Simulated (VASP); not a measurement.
Cu, 1 atom in the cell. Symmetry: Fm-3m, No. 225, cubic system. The conventional cell has a = 3.451 Å, b = 3.451 Å, c = 3.451 Å, α = 90.00°, β = 90.00°, γ = 90.00°. Within 3.2 Å of Cu (site symmetry m-3m) lie 12 Cu at 2.44 Å. 

- Program: VASP 6.6.1
- Task: relaxation of cell and atoms
- Functional: PBEsol
- Potentials or basis: VASP PAW PBE potentials, release 64 (Cu)
- Cutoff: 600 eV
- k mesh: 20 × 20 × 20
- Occupations: gaussian, width 0.1 eV
- Spin: no spin polarisation
- Target pressure: 20 GPa
- Dipole correction: no
- Further INCAR settings: ALGO = Fast; EDIFF = 1e-06; IBRION = 2; EDIFFG = -0.008; NSW = 70; ISIF = 3

Potentials or basis: VASP PAW PBE potentials, release 64 (Cu).

Command:

```console
$ cat potpaw_PBE.64/Cu/POTCAR > POTCAR
$ mpirun -np 1 vasp_std > vasp.out
```

Hardware: 1 thread of Intel(R) Xeon(R) Platinum 8488C (Sapphire Rapids), with other jobs on the host.

Q: Estimate the wall time of this run.

A: It took 60 s on 1 thread of Intel(R) Xeon(R) Platinum 8488C (Sapphire Rapids), with other jobs on the host, peak memory 0.15 GiB. Counts: scf iterations 31, k points 256, ion steps 3.
